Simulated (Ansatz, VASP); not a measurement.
Mg: VASP beside Ansatz

Contents of INCAR:

```
SYSTEM = Mg
PREC = Accurate
ENCUT = 520
EDIFF = 1E-7
ISMEAR = 0
SIGMA = 0.15
LREAL = .False.
LASPH = .True.
NELM = 100
ALGO = Normal
ISIF = 2
LWAVE = .False.
LCHARG = .False.
GGA = PE
NBANDS = 7
```

The input KPOINTS:

```
Automatic mesh
0
Gamma
  20 20 20
  0 0 0
```

POSCAR

```
Mg
1.0
   -1.7470012389      1.7470012389      1.8319054991
    1.7470012389     -1.7470012389      1.8319054991
    1.7470012389      1.7470012389     -1.8319054991
Mg
1
Direct
    0.0000000000      0.0000000000      0.0000000000
```

Input for Ansatz:

```yaml
crystal:
  lattice:
    - [-1.7470012389, 1.7470012389, 1.8319054991]
    - [1.7470012389, -1.7470012389, 1.8319054991]
    - [1.7470012389, 1.7470012389, -1.8319054991]
  atoms:
    - { symbol: Mg, position: [0.0, 0.0, 0.0] }
basis:
  ecutwfc: 520.0
kpoints:
  mp_grid: { grid: [20, 20, 20] }
hamiltonian:
  xc: pbe
  pseudopotentials: { kind: paw }
scf:
  occupations: { method: gaussian, width: 0.15 }
output:
  forces: true
  stress: true
  eigenvalues: true
```

Alike in both runs: task single point; functional PBE; k mesh 20 × 20 × 20; occupations gaussian, width 0.15 eV; no spin polarisation.

|  | VASP | Ansatz |
| --- | --- | --- |
| version | VASP 6.6.1 | Ansatz 0.2.0 |
| potentials or method | VASP PAW PBE potentials, release 64 (Mg), cutoff 520 eV | scalar-relativistic, plane waves, PAW |
| valence electrons in the cell | 2 | 10 |

Ansatz gave:

* gap on the k mesh at the Fermi level (eV): none
* pressure (GPa): 0.9

Question: Estimate VASP's values.

Answer: gap on the k mesh at the Fermi level (eV): none; pressure (GPa): 0.8.

A gap of «none» marks a metal or a gap that the smearing closes. VASP's potentials hold 2 valence electrons a cell and Ansatz's 10, so a difference there can come from the potentials and not from the codes.
